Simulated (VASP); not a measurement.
Runs of VASP 6.6.1 on HfO2. The structure is that of space group I4/mmm (No. 139), or close to it. The cells are those of the table. 

```tsv
cell	gap on the mesh (eV)	pressure (GPa)
a = 3.665, b = 3.665, c = 3.526 Å, angles 61.2, 61.2, 57.5°, 3 atoms	2.87	-5.4
a = 3.574, b = 3.574, c = 3.436 Å, angles 61.3, 61.3, 57.5°, 3 atoms	2.95	15.1
a = 3.708, b = 3.708, c = 3.798 Å, angles 59.2, 59.2, 61.6°, 3 atoms	3.01	(b)
a = 3.621, b = 3.621, c = 3.798 Å, angles 58.4, 58.4, 63.2°, 3 atoms	(c)	(a)
a = 3.665, b = 3.665, c = 3.798 Å, angles 58.8, 58.8, 62.4°, 3 atoms	2.74	-19.6
```

Alike in all rows: task single point; level PBE; potentials or basis VASP PAW PBE potentials, release 64 (Hf_pv, O); no spin polarisation; k mesh 8 × 8 × 8; cutoff (eV) 520; smearing gaussian 0.05 eV.

Task: Estimate the missing entries.

Result: (a) -14.9; (b) -23.7; (c) 2.41.

Caveats: spin-orbit coupling is left out, which moves the levels of the heavy elements.

A k mesh can miss the band edges, and the runs leave out spin-orbit coupling on Hf.
